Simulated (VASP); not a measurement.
# Ti (R-3m) in VASP: notebook

Runs on Ti. Level: PBEsol. Tasks: single point.

All numbers are computed with VASP 6.6.1; they aren't measurements. Logs are shortened: lines on timing, memory, paths and dates and some standing lists are left out, and cuts for length are marked.

**1. The cell of the first run**

The structure is trigonal, space group R-3m (No. 166). Conventional cell: a = 4.524 Å, b = 4.524 Å, c = 2.992 Å, α = 90.00°, β = 90.00°, γ = 120.00°. Within 3.7 Å of Ti (site symmetry -3m) lie 14 Ti at 2.80 to 3.29 Å.

**2. Single point, PBEsol**

Input file INCAR:

```
  ALGO = Fast
  EDIFF = 1E-6
  ENCUT = 520
  GGA = PS
  ISIF = 2
  ISMEAR = 0
  LASPH = T
  LCHARG = T
  LELF = T
  LREAL = F
  LVHAR = T
  LWAVE = F
  NBANDS = 12
  NELM = 60
  PREC = Accurate
  SIGMA = 0.15
```

Input file KPOINTS:

```
k-points
0
Gamma
  22 22 22
```

Input file POSCAR:

```
Ti
1.0
   -1.5567860307      1.6420893749      1.6420893749
    1.6420893749     -1.5567860307      1.6420893749
    1.6420893749      1.6420893749     -1.5567860307
Ti
1
Direct
    0.0000000000      0.0000000000      0.0000000000
```

Potentials or basis: VASP PAW PBE potentials, release 64 (Ti_sv).

The run is started by

```sh
> cat potpaw_PBE.64/Ti_sv/POTCAR > POTCAR
> mpirun -np 1 vasp_std > vasp.out
```

OUTCAR:

```text
EDIFF = 1E-6
   ENCUT = 520
   GGA = PS
   ISIF = 2
   ISMEAR = 0
   LASPH = T
   LREAL = F
   NELM = 60
   PREC = Accurate

 ion  position               nearest neighbor table
   1  0.000  0.000  0.000-

  LATTYP: Found a trigonal (rhomboedric) cell.
 ALAT       =     2.7958000243
 COS(alpha) =    -0.3091289928

  Lattice vectors:

 A1 = (  -1.5567860307,   1.6420893749,   1.6420893749)
 A2 = (   1.6420893749,  -1.5567860307,   1.6420893749)
 A3 = (   1.6420893749,   1.6420893749,  -1.5567860307)

Analysis of symmetry for initial positions (statically):
=====================================================================
 Subroutine PRICEL returns:
 Original cell was already a primitive cell.

 Routine SETGRP: Setting up the symmetry group for a
 trigonal (rhombohedral) supercell.

 Subroutine GETGRP returns: Found 12 space group operations
 (whereof 12 operations were pure point group operations)
 out of a pool of 12 trial point group operations.

The static configuration has the point symmetry D_3d.

Analysis of symmetry for dynamics (positions and initial velocities):
=====================================================================
 Subroutine PRICEL returns:
 Original cell was already a primitive cell.

 Routine SETGRP: Setting up the symmetry group for a
 trigonal (rhombohedral) supercell.

 Subroutine GETGRP returns: Found 12 space group operations
 (whereof 12 operations were pure point group operations)
 out of a pool of 12 trial point group operations.

The dynamic configuration has the point symmetry D_3d.

 Subroutine INISYM returns: Found 12 space group operations
 (whereof 12 operations are pure point group operations),
 and found     1 'primitive' translations

----------------------------------------------------------------------------------------

                                     Primitive cell

  volume of cell :      17.6761

  direct lattice vectors                    reciprocal lattice vectors
    -1.556786031  1.642089375  1.642089375    -0.015437524  0.297172338  0.297172338
     1.642089375 -1.556786031  1.642089375     0.297172338 -0.015437524  0.297172338
     1.642089375  1.642089375 -1.556786031     0.297172338  0.297172338 -0.015437524

  length of vectors
     2.795800024  2.795800024  2.795800024     0.420548587  0.420548587  0.420548587

  position of ions in fractional coordinates (direct lattice)
     0.000000000  0.000000000  0.000000000

  ion indices of the primitive-cell ions
   primitive index   ion index
                 1           1

----------------------------------------------------------------------------------------

 KPOINTS: k-points

Automatic generation of k-mesh.
 Grid dimensions read from file:
 generate k-points for:   22   22   22

 Generating k-lattice:

  Cartesian coordinates                     Fractional coordinates (reciprocal lattice)
    -0.000701706  0.013507834  0.013507834     0.045454545 -0.000000000 -0.000000000
     0.013507834 -0.000701706  0.013507834    -0.000000000  0.045454545 -0.000000000
     0.013507834  0.013507834 -0.000701706    -0.000000000 -0.000000000  0.045454545

  Length of vectors
     0.019115845  0.019115845  0.019115845

  Shift w.r.t. Gamma in fractional coordinates (k-lattice)
     0.000000000  0.000000000  0.000000000

 Subroutine IBZKPT returns following result:
 ===========================================

 Found   1024 irreducible k-points:

 Following reciprocal coordinates:
            Coordinates               Weight
  0.000000  0.000000  0.000000      1.000000
  0.045455  0.000000  0.000000      6.000000
  0.090909  0.000000  0.000000      6.000000
  0.136364 -0.000000 -0.000000      6.000000
  0.181818  0.000000  0.000000      6.000000
  0.227273  0.000000  0.000000      6.000000
[... 16 lines left out ...]
  0.500000  0.045455 -0.000000     12.000000
 -0.454545  0.045455  0.000000     12.000000
 [... further k-points ...]
   k-points           NKPTS =   1024   k-points in BZ     NKDIM =   1024   number of bands    NBANDS=     12
   number of dos      NEDOS =    301   number of ions     NIONS =      1
   total plane-waves  NPLWV =  13824
   dimension x,y,z NGX =    24 NGY =   24 NGZ =   24
   dimension x,y,z NGXF=    48 NGYF=   48 NGZF=   48
   ions per type =               1
   NGX,Y,Z   is equivalent  to a cutoff of  14.27, 14.27, 14.27 a.u.
   NGXF,Y,Z  is equivalent  to a cutoff of  28.54, 28.54, 28.54 a.u.
 SYSTEM =  unknown system
   PREC   = accura    normal or accurate (medium, high low for compatibility)
   ISTART =      0    job   : 0-new  1-cont  2-samecut
   ICHARG =      2    charge: 1-file 2-atom 10-const
   ISPIN  =      1    spin polarized calculation?
   LNONCOLLINEAR =      F non collinear calculations
   LSORBIT =      F    spin-orbit coupling
   LASPH  =      T    aspherical Exc in radial PAW
   ENCUT  =  520.0 eV  38.22 Ry    6.18 a.u.   5.20  5.20  5.20*2*pi/ulx,y,z
   NELM   =     60;   NELMIN=  2; NELMDL= -5     # of ELM steps
   EDIFF  = 0.1E-05   stopping-criterion for ELM
   LREAL  =      F    real-space projection
   EDIFFG = 0.1E-04   stopping-criterion for IOM
   NSW    =      0    number of steps for IOM
   IBRION =     -1    ionic relax: 0-MD 1-quasi-New 2-CG
   NFREE  =      0    steps in history (QN), initial steepest desc. (CG)
   ISIF   =      2    stress and relaxation
   ISYM   =      2    0-nonsym 1-usesym 2-fastsym
   POTIM  = 0.5000    time-step for ionic-motion
   TEBEG  =    0.0;   TEEND  =   0.0 temperature during run
   PSTRESS=    0.0 pullay stress
   NELECT =      12.0000    total number of electrons
   NUPDOWN=      -1.0000    fix difference up-down
   EMIN   =  10.00;   EMAX   =-10.00  energy-range for DOS
   EFERMI =   0.00;   METHOD = LEGACY
   ISMEAR =     0;   SIGMA  =   0.15  broadening in eV -4-tet -1-fermi 0-gaus
   EFERMI_NEDOS =   21; number of points for ismear=-14 and -15
   IALGO  =     68    algorithm
   IMIX   =      4    mixing-type and parameters
     AMIX     =   0.40;   BMIX     =  1.00
     AMIX_MAG =   1.60;   BMIX_MAG =  1.00
  volume/ion in A,a.u.               =      17.68       119.28
  Fermi-wavevector in a.u.,A,eV,Ry     =   1.438821  2.718977 28.166848  2.070205
  Thomas-Fermi vector in A             =   2.557745
   LORBIT       =      0    0 simple, 1 ext, 2 COOP (PROOUT), +10 PAW based schemes
   GGA     = PS    functional components
   LHFCALC =     F    Hartree Fock is set to
   AEXX    =    0.0000 exact exchange contribution
   IVDW    =     0    specifies the selected vdW correction
   LEPSILON=     F    determine dielectric tensor
   LRPA    =     F    only Hartree local field effects (RPA)
 non-spin polarized calculation
 RMM-DIIS sequential band-by-band and
 Gauss-broadening in eV      SIGMA  =   0.15
  energy-cutoff  :      520.00
  volume of cell :       17.68
 maximum number of plane-waves:       490
 NGX is ok and might be reduce to    24
   NGX = 11   NGY = 11   NGZ = 11

 number of electron      12.0000001 magnetization

 Free energy of the ion-electron system (eV)
  ---------------------------------------------------
  ext. energy  EPLUGINS =         0.00000000
  ---------------------------------------------------
  free energy    TOTEN  =        -8.20359330 eV

  energy without entropy =       -8.17619913  energy(sigma->0) =       -8.18989622

 E-fermi :   7.7677     XC(G=0): -11.5448

 val. band max:        7.7673209741   @ k =  -0.1364  -0.3636   0.0909
 cond. band min:       7.7683459113   @ k =   0.1364   0.1364   0.0455
 fundamental gap:      0.0010249372
 Fermi energy:         7.7677304851

 k-point     1 :       0.0000    0.0000    0.0000
  band No.  band energies     occupation
      1     -48.5565      2.00000
      2     -24.5758      2.00000
      3     -24.4920      2.00000
      4     -24.4920      2.00000
      5       1.8692      2.00000
      6       8.4385      0.00000
      7       8.4385      0.00000
      8       9.2362      0.00000
      9      10.5489      0.00000
     10      10.5489      0.00000
     11      24.5517      0.00000
     12      24.5517      0.00000

 k-point     2 :       0.0455    0.0000    0.0000
  band No.  band energies     occupation
      1     -48.5543      2.00000
      2     -24.5835      2.00000
      3     -24.5005      2.00000
      4     -24.4922      2.00000
      5       1.9356      2.00000
      6       8.4142      0.00000
      7       8.4453      0.00000
      8       9.2568      0.00000
      9      10.5247      0.00000
     10      10.5505      0.00000
     11      24.4377      0.00000
     12      24.5856      0.00000

 k-point     3 :       0.0909    0.0000    0.0000
  band No.  band energies     occupation
      1     -48.5478      2.00000
      2     -24.6095      2.00000
      3     -24.5216      2.00000
      4     -24.4926      2.00000
      5       2.1322      2.00000
      6       8.3434      0.00000
      7       8.4479      0.00000
      8       9.3301      0.00000
      9      10.4658      0.00000
     10      10.5568      0.00000
     11      24.0758      0.00000
     12      24.6544      0.00000

 k-point     4 :       0.1364   -0.0000   -0.0000
  band No.  band energies     occupation
      1     -48.5375      2.00000
      2     -24.6589      2.00000
      3     -24.5460      2.00000
      4     -24.4933      2.00000
      5       2.4498      2.00000
      6       8.2324      0.00001
      7       8.4058      0.00000
      8       9.4818      0.00000
      9      10.4050      0.00000
     10      10.5719      0.00000
     11      23.4374      0.00000
     12      24.6414      0.00000

 k-point     5 :       0.1818    0.0000    0.0000
  band No.  band energies     occupation
      1     -48.5242      2.00000
      2     -24.7294      2.00000
      3     -24.5695      2.00000
      4     -24.4942      2.00000
      5       2.8724      2.00000
      6       8.0914      0.00228
      7       8.2967      0.00000
      8       9.7258      0.00000
      9      10.3742      0.00000
     10      10.5999      0.00000
     11      22.5021      0.00000
     12      24.3861      0.00000
[... 228 lines left out ...]
      1     -48.4502      2.00000
      2     -25.1240      2.00000
      3     -24.6765      2.00000
      4     -24.5061      2.00000
      5       5.2711      2.00000
      6       7.3608      1.99988
      7       8.2812      0.00000
      8      10.5767      0.00000
      9      10.9536      0.00000
     10      11.6731      0.00000
     11      16.5503      0.00000
     12      21.5745      0.00000

 k-point    22 :       0.4545    0.0455    0.0000
  band No.  band energies     occupation
      1     -48.4450      2.00000
      2     -25.1529      2.00000
      3     -24.6810      2.00000
      4     -24.5059      2.00000
      5       5.3677      2.00000
      6       7.3204      1.99998
      7       8.4544      0.00000
      8      10.5892      0.00000
      9      10.9814      0.00000
     10      11.8399      0.00000
     11      16.0731      0.00000
     12      21.4268      0.00000

 k-point    23 :       0.5000    0.0455   -0.0000
  band No.  band energies     occupation
      1     -48.4443      2.00000
      2     -25.1583      2.00000
      3     -24.6794      2.00000
      4     -24.5054      2.00000
      5       5.3800      2.00000
      6       7.3212      1.99997
      7       8.4379      0.00000
      8      10.5931      0.00000
      9      10.9732      0.00000
     10      11.8704      0.00000
     11      16.0479      0.00000
     12      21.4408      0.00000

 k-point    24 :      -0.4545    0.0455    0.0000
  band No.  band energies     occupation
      1     -48.4481      2.00000
      2     -25.1397      2.00000
      3     -24.6722      2.00000
      4     -24.5045      2.00000
      5       5.3071      2.00000
      6       7.3637      1.99986
      7       8.2394      0.00001
      8      10.5868      0.00000
      9      10.9295      0.00000
     10      11.7439      0.00000
     11      16.4855      0.00000
     12      21.6194      0.00000

 [... further k-points ...]
[... 5 lines left out ...]
  --------------------------------------------------------------------------------------
  -------------------------------------------------------------------------------------
  Total       -0.7548034     -0.7548034     -0.7548034     -0.2498897     -0.2498897     -0.2498897
  in kB      -68.4161621    -68.4161621    -68.4161621    -22.6502564    -22.6502564    -22.6502564
  external PRESSURE =     -68.4161621 kB  Pullay stress =       0.0000000 kB

 VOLUME and BASIS-vectors are now :
 -----------------------------------------------------------------------------
  energy-cutoff  :      520.00
  volume of cell :       17.68
      direct lattice vectors                 reciprocal lattice vectors
    -1.556786031  1.642089375  1.642089375    -0.015437524  0.297172338  0.297172338
     1.642089375 -1.556786031  1.642089375     0.297172338 -0.015437524  0.297172338
     1.642089375  1.642089375 -1.556786031     0.297172338  0.297172338 -0.015437524

 POSITION                                       TOTAL-FORCE (eV/Angst)
 -----------------------------------------------------------------------------------
      0.00000      0.00000      0.00000         0.000000      0.000000      0.000000
 -----------------------------------------------------------------------------------
    total drift:                                0.000000      0.000000      0.000000

  FREE ENERGIE OF THE ION-ELECTRON SYSTEM (eV)
  ---------------------------------------------------
  free  energy   TOTEN  =        -8.2035933010 eV

  energy  without entropy=       -8.1761991326  energy(sigma->0) =       -8.18989622
```

Run time: 4.6 min. Hardware: 1 thread of Intel Xeon Platinum 8259CL at 2.50GHz (Skylake/Cascade Lake), shared host; peak memory 0.31 GiB.

Results:

```yaml
Free_energy: -8.2036 eV
Pressure: -6.8 GPa
Band_gap_on_the_k_mesh: zero (band 6 reaches 8.59 eV, above the bottom of band 7 at 7.19 eV)
```

Caveat: the PAW data sets were made with another functional, which shifts forces and pressure a little.

(Part 1 of 2 ends here.)
